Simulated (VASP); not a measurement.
# Si16B (a cell with a defect) in VASP: notebook

Si16B (a cell with a defect) is run at these levels: PBE; tasks: single point.

All numbers are computed with VASP 6.6.1; they aren't measurements. Logs are shortened: lines on timing, memory, paths and dates and some standing lists are left out, and cuts for length are marked.

## (1) The cell of the first run

The cell holds a defect, 17 atoms: a = 7.679 Å, b = 7.679 Å, c = 7.679 Å, α = 60.00°, β = 60.00°, γ = 60.00°.

## (2) Single point, PBE, collinear spin

INCAR

```
  PREC = Accurate
  ENCUT = 520
  EDIFF = 1E-6
  ISMEAR = 0
  SIGMA = 0.05
  LREAL = Auto
  LASPH = T
  NELM = 150
  ALGO = Normal
  ISIF = 2
  LWAVE = F
  LCHARG = T
  ISPIN = 2
  MAGMOM = 0 0 0 0 0 0 0 0 0 0 0 0 0 0 0 0 1
  LORBIT = 11
  GGA = PE
  LELF = T
  LVHAR = T
  NBANDS = 52
```

KPOINTS

```
Automatic mesh
0
Gamma
  2 2 2
```

POSCAR

```
Si16B
1.0
    0.0000000000      5.4300000000      5.4300000000
    5.4300000000      0.0000000000      5.4300000000
    5.4300000000      5.4300000000      0.0000000000
Si B
16 1
Direct
   -0.0010952842     -0.0008490285      0.0027626623
    0.1226061370      0.1224189487      0.1276986046
   -0.0007982494     -0.0004328877      0.4996878754
    0.1233556180      0.1244733491      0.6267563140
    0.0111487768      0.4962576027     -0.0035887254
    0.1226008242      0.6271800787      0.1279273055
   -0.0007026748      0.5006952280      0.5000565990
    0.1227410435      0.6273035773      0.6223443062
    0.4966681635      0.0097010256     -0.0029474332
    0.6268990843      0.1225255983      0.1281805889
    0.4996372133     -0.0001752893      0.5004053009
    0.6268706331      0.1228584625      0.6226117098
    0.4969704134      0.4969635819     -0.0021473264
    0.6278071121      0.6262336803      0.1214223328
    0.4978120664      0.4980726916      0.5056184965
    0.6267567686      0.6272163546      0.6229491198
    0.3838914541      0.3774747262      0.8659436693
```

Potentials or basis: VASP PAW PBE potentials, release 64 (Si, B).

Started as:

```
cat potpaw_PBE.64/Si/POTCAR potpaw_PBE.64/B/POTCAR > POTCAR
mpirun -np 1 vasp_std > vasp.out
```

OUTCAR:

```text
PREC = Accurate
   ENCUT = 520
   EDIFF = 1E-6
   ISMEAR = 0
   LREAL = Auto
   LASPH = T
   NELM = 150
   ISIF = 2
   ISPIN = 2
   LORBIT = 11
   GGA = PE

 ion  position               nearest neighbor table
   1  0.999  0.999  0.003-   2 2.33   6 2.33  10 2.33   4 2.36
   2  0.123  0.122  0.128-   1 2.33   3 2.33   5 2.35   9 2.35
   3  0.999  1.000  0.500-   2 2.33   8 2.33  12 2.33   4 2.36
   4  0.123  0.124  0.627-   1 2.36   3 2.36   7 2.36  11 2.36
   5  0.011  0.496  0.996-  17 2.34   2 2.35   6 2.35   8 2.35  14 2.40
   6  0.123  0.627  0.128-   1 2.33   7 2.33   5 2.35  13 2.35
   7  0.999  0.501  0.500-   6 2.33   8 2.33  16 2.34   4 2.36
   8  0.123  0.627  0.622-   3 2.33   7 2.33   5 2.35  15 2.35
   9  0.497  0.010  0.997-  17 2.31   2 2.35  10 2.35  12 2.35  14 2.40
  10  0.627  0.123  0.128-   1 2.33  11 2.33   9 2.35  13 2.35
  11  0.500  1.000  0.500-  10 2.33  12 2.34  16 2.34   4 2.36
  12  0.627  0.123  0.623-   3 2.33  11 2.34   9 2.35  15 2.35
  13  0.497  0.497  0.998-  17 2.29   6 2.35  10 2.35  16 2.35  14 2.41
  14  0.628  0.626  0.121-   5 2.40   9 2.40  13 2.41  15 2.41
  15  0.498  0.498  0.506-  17 2.26   8 2.35  12 2.35  16 2.35  14 2.41
  16  0.627  0.627  0.623-   7 2.34  11 2.34  13 2.35  15 2.35
  17  0.384  0.377  0.866-  15 2.26  13 2.29   9 2.31   5 2.34

  LATTYP: Found a face centered cubic cell.
 ALAT       =    10.8600000000

  Lattice vectors:

 A1 = (   0.0000000000,   5.4300000000,   5.4300000000)
 A2 = (   5.4300000000,   0.0000000000,   5.4300000000)
 A3 = (   5.4300000000,   5.4300000000,   0.0000000000)

Analysis of symmetry for initial positions (statically):
=====================================================================
 Subroutine PRICEL returns:
 Original cell was already a primitive cell.

 Routine SETGRP: Setting up the symmetry group for a
 face centered cubic supercell.

 Subroutine GETGRP returns: Found  1 space group operations
 (whereof  1 operations were pure point group operations)
 out of a pool of 48 trial point group operations.

The static configuration has the point symmetry C_1 .

Analysis of symmetry for dynamics (positions and initial velocities):
=====================================================================
 Subroutine PRICEL returns:
 Original cell was already a primitive cell.

 Routine SETGRP: Setting up the symmetry group for a
 face centered cubic supercell.

 Subroutine GETGRP returns: Found  1 space group operations
 (whereof  1 operations were pure point group operations)
 out of a pool of 48 trial point group operations.

The dynamic configuration has the point symmetry C_1 .

Analysis of structural, dynamic, and magnetic symmetry:
=====================================================================
 Subroutine PRICEL returns:
 Original cell was already a primitive cell.

 Routine SETGRP: Setting up the symmetry group for a
 face centered cubic supercell.

 Subroutine GETGRP returns: Found  1 space group operations
 (whereof  1 operations were pure point group operations)
 out of a pool of 48 trial point group operations.

The overall configuration has the point symmetry C_1 .

 Subroutine INISYM returns: Found  1 space group operations
 (whereof  1 operations are pure point group operations),
 and found     1 'primitive' translations

----------------------------------------------------------------------------------------

                                     Primitive cell

  volume of cell :     320.2060

  direct lattice vectors                    reciprocal lattice vectors
     0.000000000  5.430000000  5.430000000    -0.092081031  0.092081031  0.092081031
     5.430000000  0.000000000  5.430000000     0.092081031 -0.092081031  0.092081031
     5.430000000  5.430000000  0.000000000     0.092081031  0.092081031 -0.092081031

  length of vectors
     7.679179644  7.679179644  7.679179644     0.159489025  0.159489025  0.159489025

  position of ions in fractional coordinates (direct lattice)
     0.998904716  0.999150972  0.002762662
     0.122606137  0.122418949  0.127698605
     0.999201751  0.999567112  0.499687875
[... 70 lines left out ...]
  0.500000  0.000000  0.500000      1.000000
   k-points           NKPTS =      8   k-points in BZ     NKDIM =      8   number of bands    NBANDS=     52
   number of dos      NEDOS =    301   number of ions     NIONS =     17
   total plane-waves  NPLWV = 216000
   dimension x,y,z NGX =    60 NGY =   60 NGZ =   60
   dimension x,y,z NGXF=   120 NGYF=  120 NGZF=  120
   ions per type =              16   1
   NGX,Y,Z   is equivalent  to a cutoff of  12.99, 12.99, 12.99 a.u.
   NGXF,Y,Z  is equivalent  to a cutoff of  25.98, 25.98, 25.98 a.u.
 SYSTEM =  unknown system
   PREC   = accura    normal or accurate (medium, high low for compatibility)
   ISTART =      0    job   : 0-new  1-cont  2-samecut
   ICHARG =      2    charge: 1-file 2-atom 10-const
   ISPIN  =      2    spin polarized calculation?
   LNONCOLLINEAR =      F non collinear calculations
   LSORBIT =      F    spin-orbit coupling
   LASPH  =      T    aspherical Exc in radial PAW
   ENCUT  =  520.0 eV  38.22 Ry    6.18 a.u.  14.28 14.28 14.28*2*pi/ulx,y,z
   NELM   =    150;   NELMIN=  2; NELMDL= -5     # of ELM steps
   EDIFF  = 0.1E-05   stopping-criterion for ELM
   LREAL  =      T    real-space projection
   EDIFFG = 0.1E-04   stopping-criterion for IOM
   NSW    =      0    number of steps for IOM
[... 5 lines left out ...]
   TEBEG  =    0.0;   TEEND  =   0.0 temperature during run
   PSTRESS=    0.0 pullay stress
   NELECT =      67.0000    total number of electrons
   NUPDOWN=      -1.0000    fix difference up-down
   EMIN   =  10.00;   EMAX   =-10.00  energy-range for DOS
   EFERMI =   0.00;   METHOD = LEGACY
   ISMEAR =     0;   SIGMA  =   0.05  broadening in eV -4-tet -1-fermi 0-gaus
   EFERMI_NEDOS =   21; number of points for ismear=-14 and -15
   IALGO  =     38    algorithm
   IMIX   =      4    mixing-type and parameters
     AMIX     =   0.40;   BMIX     =  1.00
     AMIX_MAG =   1.60;   BMIX_MAG =  1.00
  volume/ion in A,a.u.               =      18.84       127.11
  Fermi-wavevector in a.u.,A,eV,Ry     =   0.971904  1.836632 12.852022  0.944597
  Thomas-Fermi vector in A             =   2.102159
   LORBIT       =     11    0 simple, 1 ext, 2 COOP (PROOUT), +10 PAW based schemes
   GGA     = PE    functional components
   LHFCALC =     F    Hartree Fock is set to
   AEXX    =    0.0000 exact exchange contribution
   IVDW    =     0    specifies the selected vdW correction
   LEPSILON=     F    determine dielectric tensor
   LRPA    =     F    only Hartree local field effects (RPA)
 spin polarized calculation
 Gauss-broadening in eV      SIGMA  =   0.05
  energy-cutoff  :      520.00
  volume of cell :      320.21
 maximum number of plane-waves:      8646
 NGX is ok and might be reduce to    60
   NGX = 29   NGY = 29   NGZ = 29

 number of electron      67.0000000 magnetization      -0.0002051

 number of electron      67.0000000 magnetization       0.0000096

 Free energy of the ion-electron system (eV)
  ---------------------------------------------------
  ext. energy  EPLUGINS =         0.00000000
  ---------------------------------------------------
  free energy    TOTEN  =       -88.61956570 eV

  energy without entropy =      -88.61953648  energy(sigma->0) =      -88.61955109

 E-fermi :   6.3511     XC(G=0):  -9.5682

 val. band max:        6.2335364235   @ k =   0.5000   0.0000   0.0000
 cond. band min:       6.4682535245   @ k =   0.0000   0.0000   0.0000
 fundamental gap:      0.2347171010
 Fermi energy:         6.3510612852

 spin component 1

 k-point     1 :       0.0000    0.0000    0.0000
  band No.  band energies     occupation
      1      -6.2762      1.00000
      2      -3.8827      1.00000
      3      -3.8268      1.00000
      4      -3.8127      1.00000
      5      -3.7864      1.00000
      6      -2.4370      1.00000
[... 373 lines left out ...]
     44      10.0382      0.00000
     45      10.1933      0.00000
 Fermi energy:         6.3510612852

 spin component 2

 k-point     1 :       0.0000    0.0000    0.0000
  band No.  band energies     occupation
      1      -6.2762      1.00000
      2      -3.8827      1.00000
      3      -3.8268      1.00000
      4      -3.8127      1.00000
      5      -3.7864      1.00000
      6      -2.4370      1.00000
[... 373 lines left out ...]
     44      10.0382      0.00000
     45      10.1933      0.00000
 [bands above 45 left out]

------------------------ aborting loop because EDIFF is reached ----------------------------------------

  FORCE on cell =-STRESS in cart. coord.  units (eV):
  Direction    XX          YY          ZZ          XY          YZ          ZX
  --------------------------------------------------------------------------------------
  -------------------------------------------------------------------------------------
  Total        6.2929047      6.3033473      6.2784443      0.0855890     -0.0501686     -0.0115495
  in kB       31.4870702     31.5393206     31.4147163      0.4282516     -0.2510226     -0.0577889
  external PRESSURE =      31.4803690 kB  Pullay stress =       0.0000000 kB

 VOLUME and BASIS-vectors are now :
 -----------------------------------------------------------------------------
  energy-cutoff  :      520.00
  volume of cell :      320.21
      direct lattice vectors                 reciprocal lattice vectors
     0.000000000  5.430000000  5.430000000    -0.092081031  0.092081031  0.092081031
     5.430000000  0.000000000  5.430000000     0.092081031 -0.092081031  0.092081031
     5.430000000  5.430000000  0.000000000     0.092081031  0.092081031 -0.092081031

 POSITION                                       TOTAL-FORCE (eV/Angst)
 -----------------------------------------------------------------------------------
      5.44039      5.43905     10.84944        -0.003311      0.009776      0.006527
      1.35814      1.35915      1.33049         0.014293     -0.003793      0.006459
      8.14095      8.13897     10.85331        -0.006905      0.003323     -0.001771
      4.07918      4.07311      1.34571        -0.007229     -0.008469      0.015621
      8.10519      5.47105      2.75522        -0.003805     -0.002208      0.003240
      4.10023      1.36037      4.07131        -0.003308     -0.003648     -0.020840
[... 9 lines left out ...]
      6.78840      6.78590      6.80907        -0.001536     -0.002589      0.002152
      6.75176      6.78660      4.13422         0.006697     -0.005124     -0.009683
 -----------------------------------------------------------------------------------
    total drift:                               -0.003095      0.000255      0.001015

  FREE ENERGIE OF THE ION-ELECTRON SYSTEM (eV)
  ---------------------------------------------------
  free  energy   TOTEN  =       -88.6195657036 eV

  energy  without entropy=      -88.6195364844  energy(sigma->0) =      -88.61955109

 total charge

# of ion       s       p       d       tot
------------------------------------------
    1        0.741   0.958   0.000   1.699
    2        0.756   0.938   0.000   1.693
    3        0.741   0.957   0.000   1.698
    4        0.741   0.956   0.000   1.697
    5        0.738   0.944   0.000   1.682
    6        0.756   0.936   0.000   1.692
[... 9 lines left out ...]
   16        0.757   0.929   0.000   1.686
   17        0.824   0.765   0.000   1.589
--------------------------------------------------
tot         12.806  15.814   0.000  28.620

 magnetization (x)

# of ion       s       p       d       tot
------------------------------------------
    1        0.000   0.000   0.000   0.000
    2       -0.000  -0.000   0.000  -0.000
    3        0.000   0.000   0.000   0.000
    4       -0.000  -0.000   0.000  -0.000
    5       -0.000  -0.000   0.000  -0.000
    6       -0.000  -0.000   0.000  -0.000
[... 9 lines left out ...]
   16        0.000  -0.000   0.000   0.000
   17       -0.000  -0.000   0.000  -0.000
--------------------------------------------------
tot         -0.000  -0.000   0.000  -0.000
```

It took 4.7 min on 1 thread of Intel Xeon 6975P-C (Granite Rapids), shared host; peak memory 0.7 GiB.

Results:

| Item | Value |
| --- | --- |
| Free energy | -88.6196 eV |
| Pressure | 3.1 GPa |
| Largest force | 0.021 eV/Å |
| Net moment | 0.00 μB per cell |
| Valence electrons inside the program's atomic spheres | Si 1.70, 1.69, 1.68, 1.67 (each value once); B 1.59 |

Forces on the atoms (eV/Å):
```
Si  -0.003  0.010  0.007
Si   0.014 -0.004  0.006
Si  -0.007  0.003 -0.002
Si  -0.007 -0.008  0.016
Si  -0.004 -0.002  0.003
Si  -0.003 -0.004 -0.021
Si   0.003  0.005  0.005
Si   0.007  0.003 -0.013
Si  -0.004 -0.002 -0.005
Si   0.006  0.001 -0.012
Si   0.003  0.007 -0.003
Si  -0.001 -0.003 -0.004
Si   0.005 -0.001  0.009
Si  -0.006  0.016  0.012
Si  -0.006 -0.012  0.009
Si  -0.002 -0.003  0.002
B    0.007 -0.005 -0.010
```

Caveat: the k points lie up to 0.50 Å⁻¹ apart.

## (3) Single point, PBE, collinear spin

INCAR

```
SYSTEM = Si16B
PREC = Accurate
ENCUT = 520
EDIFF = 1E-7
ISMEAR = 0
SIGMA = 0.05
LREAL = Auto
LASPH = .True.
NELM = 150
ALGO = Normal
ISIF = 2
LWAVE = .False.
LCHARG = .False.
ISPIN = 2
MAGMOM = 0 0 0 0 0 0 0 0 0 0 0 0 0 0 0 0 1
LORBIT = 11
GGA = PE
NBANDS = 52
```

KPOINTS

```
regular mesh
0
Gamma
  2 2 2
  0 0 0
```

POSCAR

```
Si16B
1.0
    0.0000000000      5.4300000000      5.4300000000
    5.4300000000      0.0000000000      5.4300000000
    5.4300000000      5.4300000000      0.0000000000
Si B
16 1
Direct
    0.0016526222     -0.0024847595      0.0011821343
    0.1279044126      0.1280767213      0.1279314329
   -0.0030682010     -0.0020525889      0.5025633204
    0.1274197865      0.1277604497      0.6172261302
   -0.0024952308      0.5026105598     -0.0023632614
    0.1283957228      0.6148379079      0.1283952266
   -0.0027768489      0.5026807493      0.5023187672
    0.1232220427      0.6255153439      0.6256167678
    0.5025528498     -0.0020903958     -0.0029701044
    0.6176148919      0.1276396451      0.1272992794
    0.5024472845     -0.0022015996      0.5024075548
    0.6248031115      0.1251712932      0.6248907001
    0.5023350582      0.5026598286     -0.0027081374
    0.6255074652      0.6254892518      0.1234158834
    0.4993439302      0.5010599988      0.4995114557
    0.6252239788      0.6254138862      0.6252756835
    0.2542984040      0.2436006882      1.2530448466
```

Potentials or basis: VASP PAW PBE potentials, release 64 (Si, B).

Started as:

```
cat potpaw_PBE.64/Si/POTCAR potpaw_PBE.64/B/POTCAR > POTCAR
mpirun -np 1 vasp_std > vasp.out
```

OUTCAR:

```text
SYSTEM = Si16B
   PREC = Accurate
   ENCUT = 520
   EDIFF = 1E-7
   ISMEAR = 0
   LREAL = Auto
   LASPH = .True.
   NELM = 150
   ISIF = 2
   ISPIN = 2
   LORBIT = 11
   GGA = PE

 ion  position               nearest neighbor table
   1  0.002  0.998  0.001-   6 2.40   2 2.41   4 2.41  10 2.41
   2  0.128  0.128  0.128-  17 2.30   5 2.35   3 2.35   9 2.35   1 2.41
   3  0.997  0.998  0.503-  12 2.33   8 2.34   2 2.35   4 2.35
   4  0.127  0.128  0.617-  17 2.28   7 2.35   3 2.35  11 2.35   1 2.41
   5  0.998  0.503  0.998-  14 2.33   8 2.33   6 2.35   2 2.35
   6  0.128  0.615  0.128-  17 2.33   5 2.35   7 2.35  13 2.35   1 2.40
   7  0.997  0.503  0.502-  16 2.33   8 2.33   6 2.35   4 2.35
   8  0.123  0.626  0.626-   5 2.33   7 2.33   3 2.34  15 2.36
   9  0.503  0.998  0.997-  12 2.33  14 2.34   2 2.35  10 2.35
  10  0.618  0.128  0.127-  17 2.28  13 2.35   9 2.35  11 2.35   1 2.41
  11  0.502  0.998  0.502-  12 2.33  16 2.33   4 2.35  10 2.35
  12  0.625  0.125  0.625-   3 2.33   9 2.33  11 2.33  15 2.36
[... 1037 lines left out ...]
      2.69679      2.75487      2.70359        -0.000876     -0.002040     -0.004052
 -----------------------------------------------------------------------------------
    total drift:                               -0.000132     -0.000816      0.002250

  FREE ENERGIE OF THE ION-ELECTRON SYSTEM (eV)
  ---------------------------------------------------
  free  energy   TOTEN  =       -88.6193545023 eV

  energy  without entropy=      -88.6193494273  energy(sigma->0) =      -88.61935196

 total charge

# of ion       s       p       d       tot
------------------------------------------
    1        0.783   0.888   0.000   1.671
    2        0.738   0.944   0.000   1.682
    3        0.757   0.932   0.000   1.689
    4        0.738   0.944   0.000   1.682
    5        0.756   0.936   0.000   1.692
    6        0.738   0.945   0.000   1.684
[... 9 lines left out ...]
   16        0.742   0.957   0.000   1.699
   17        0.825   0.763   0.000   1.588
--------------------------------------------------
tot         12.806  15.813   0.000  28.619

 magnetization (x)

# of ion       s       p       d       tot
------------------------------------------
    1       -0.000  -0.000   0.000  -0.000
    2        0.000   0.000   0.000   0.000
    3        0.000  -0.000   0.000  -0.000
    4        0.000   0.000   0.000   0.000
    5       -0.000  -0.000   0.000  -0.000
    6        0.000   0.000   0.000   0.000
[... 9 lines left out ...]
   16        0.000  -0.000   0.000  -0.000
   17       -0.000   0.000   0.000   0.000
--------------------------------------------------
tot          0.000  -0.000   0.000   0.000
```

OSZICAR:

```text
N       E                     dE             d eps       ncg     rms          rms(c)
DAV:   1     0.152797464657E+03    0.15280E+03   -0.25546E+04  1664   0.106E+03
DAV:   2    -0.759828275303E+02   -0.22878E+03   -0.21348E+03  2040   0.161E+02
DAV:   3    -0.898050584852E+02   -0.13822E+02   -0.13495E+02  2120   0.349E+01
DAV:   4    -0.900731945078E+02   -0.26814E+00   -0.26727E+00  2096   0.597E+00
DAV:   5    -0.900796947098E+02   -0.65002E-02   -0.64961E-02  2104   0.869E-01    0.142E+01
DAV:   6    -0.890205257214E+02    0.10592E+01   -0.12648E+00  2044   0.371E+00    0.867E+00
DAV:   7    -0.885970203050E+02    0.42351E+00   -0.10281E+00  1888   0.298E+00    0.198E+00
DAV:   8    -0.886128023433E+02   -0.15782E-01   -0.11657E-01  2048   0.113E+00    0.515E-01
DAV:   9    -0.886162218096E+02   -0.34195E-02   -0.67343E-03  1984   0.346E-01    0.327E-01
DAV:  10    -0.886182394749E+02   -0.20177E-02   -0.22538E-03  1944   0.165E-01    0.160E-01
DAV:  11    -0.886191279575E+02   -0.88848E-03   -0.80980E-04  2016   0.101E-01    0.778E-02
DAV:  12    -0.886193104584E+02   -0.18250E-03   -0.19417E-04  1904   0.558E-02    0.343E-02
DAV:  13    -0.886193459940E+02   -0.35536E-04   -0.35774E-05  2020   0.232E-02    0.123E-02
DAV:  14    -0.886193526592E+02   -0.66652E-05   -0.74130E-06  1920   0.943E-03    0.509E-03
DAV:  15    -0.886193540206E+02   -0.13614E-05   -0.12702E-06  2104   0.398E-03    0.198E-03
DAV:  16    -0.886193544360E+02   -0.41536E-06   -0.18380E-07  1584   0.150E-03    0.100E-03
DAV:  17    -0.886193545375E+02   -0.10150E-06   -0.10975E-07  1384   0.123E-03    0.401E-04
DAV:  18    -0.886193545023E+02    0.35234E-07   -0.16470E-08  1156   0.520E-04
   1 F= -.88619355E+02 E0= -.88619352E+02  d E =-.507497E-05  mag=     0.0000
```

Wall time 6.1 min (1 thread of Intel Xeon 6975P-C (Granite Rapids), shared host); peak memory 0.7 GiB.

Results:

| Property | Result |
| --- | --- |
| Free energy | -88.6194 eV |
| Pressure | 3.1 GPa |
| Largest force | 0.033 eV/Å |
| Net moment | 0.00 μB per cell |
| Valence electrons inside the program's atomic spheres | Si 1.67, 1.68, 1.69, 1.70 (each value once); B 1.59 |

Forces on the atoms (eV/Å):
```
Si   0.016 -0.023  0.018
Si   0.010  0.005  0.007
Si  -0.010  0.014  0.022
Si   0.002 -0.007 -0.002
Si  -0.013  0.010 -0.011
Si  -0.012  0.010 -0.014
Si  -0.016  0.021 -0.008
Si   0.011 -0.012  0.007
Si   0.024  0.012 -0.009
Si  -0.003 -0.004  0.005
Si  -0.005 -0.030 -0.005
Si  -0.010  0.015 -0.007
Si  -0.009  0.019 -0.017
Si   0.006 -0.010  0.011
Si   0.004 -0.014  0.001
Si   0.007 -0.004  0.008
B   -0.001 -0.002 -0.004
```

Caveat: the k points lie up to 0.50 Å⁻¹ apart.
